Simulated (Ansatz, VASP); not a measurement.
## Yb in VASP and in Ansatz

The input INCAR:

```
PREC     = Accurate       # precision mode
ENCUT    = 520            # plane-wave cutoff, eV
EDIFF    = 1E-7           # SCF threshold, eV
ISMEAR   = -1             # smearing method
SIGMA    = 0.1            # smearing width, eV
LREAL    = False          # projectors in reciprocal space
LASPH    = True           # aspherical terms in the spheres
NELM     = 60             # most SCF steps
ALGO     = Normal         # electronic algorithm
ISIF     = 2              # what is computed and relaxed
LWAVE    = False          # write WAVECAR
LCHARG   = False          # write CHGCAR
GGA      = CA             # functional
NBANDS   = 18             # bands
```

The input KPOINTS:

```
regular mesh
0
Gamma
  13 13 13
```

POSCAR

```
Yb
1.0
   -1.8881351545      1.8881351545      1.8881351545
    1.8881351545     -1.8881351545      1.8881351545
    1.8881351545      1.8881351545     -1.8881351545
Yb
1
Direct
    0.0000000000      0.0000000000      0.0000000000
```

Input for Ansatz:

```yaml
crystal:
  lattice:
    - [-1.8881351545, 1.8881351545, 1.8881351545]
    - [1.8881351545, -1.8881351545, 1.8881351545]
    - [1.8881351545, 1.8881351545, -1.8881351545]
  atoms:
    - { symbol: Yb, position: [0.0, 0.0, 0.0] }
hamiltonian:
  xc: lda
  pseudopotentials:
    kind: paw
    azcp:
      Yb: "pseudopotentials/Yb.paw.azcp"
basis:
  ecutwfc: 420
  fft_grid_basis: typed
kpoints:
  mp_grid: { grid: [13, 13, 13], shift: [0, 0, 0] }
magnetization:
  spin_polarized: false
scf:
  occupations: { method: fermi_dirac, width: 0.1 }
  lower_state_search: "off"
output:
  stress: true
  write_density: true
  write_potential: true
  elf: true
  volumetric_format: npy
```

Alike in both runs: task single point; functional LDA; k mesh 13 × 13 × 13; occupations fermi-dirac, width 0.1 eV; no spin polarisation.

```csv
,VASP,Ansatz
version,VASP 6.6.1,Ansatz 0.2.0
potentials or method,"VASP PAW PBE potentials, release 64 (Yb), cutoff 520 eV","plane waves (420 eV) with PAW, scalar-relativistic"
valence electrons in the cell,24,24
```

Ansatz gave:

* pressure (GPa): 2.6

Problem. Which values does VASP return?

Solution. Pressure (GPa): 2.3.

VASP's potentials were made for PBE, not for LDA, and Ansatz warns of the same on its side. LDA's correlation is that of Perdew and Zunger in VASP and of Perdew and Wang (1992) in Ansatz.

Neither program's run includes spin-orbit coupling.
